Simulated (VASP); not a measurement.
TiN: single point with LDA

TiN:

```xyz
2
Lattice="0.0000 2.1190 2.1190 2.1190 0.0000 2.1190 2.1190 2.1190 0.0000" Properties=species:S:1:pos:R:3 pbc="T T T"
Ti    0.0000    0.0000    0.0000
N     2.1190    2.1190    2.1190
```

* Program: VASP 6.6.1
* Task: single point
* Functional: LDA
* Potentials or basis: VASP PAW LDA potentials, release 64 (Ti_sv, N_h)
* Cutoff: 1330 eV
* k mesh: 8 × 8 × 8
* Occupations: gaussian, width 0.1 eV
* Spin: no spin polarisation
* Dipole correction: no
* Further INCAR settings: ALGO = Normal; EDIFF = 1e-06; NBANDS = 16

The pressure is -12.6 GPa and the band gap on the k mesh is zero (an odd number of electrons rules out a gap without spin polarisation).

Levels at points of the mesh, in eV from the Fermi level:
| k point | band 6 | band 7 | band 8 | band 9 | band 10 | band 11 | band 12 | band 13 |
| --- | --- | --- | --- | --- | --- | --- | --- | --- |
| (0.00, 0.00, 0.00) | -2.02 | -2.02 | -2.02 | -0.65 | -0.65 | -0.65 | 0.55 | 0.55 |
| (0.50, 0.00, 0.00) | -8.09 | -5.50 | -5.50 | 1.68 | 1.68 | 2.37 | 5.76 | 5.76 |
| (0.50, 0.50, 0.00) | -5.79 | -3.20 | -3.20 | -3.12 | 1.63 | 2.40 | 2.40 | 3.68 |

It took 35 s on 1 thread of Intel(R) Xeon(R) Platinum 8259CL CPU @ 2.50GHz (Skylake/Cascade Lake), with other jobs on the host, peak memory 0.2 GiB.

Caveat: the cell stands under tension.
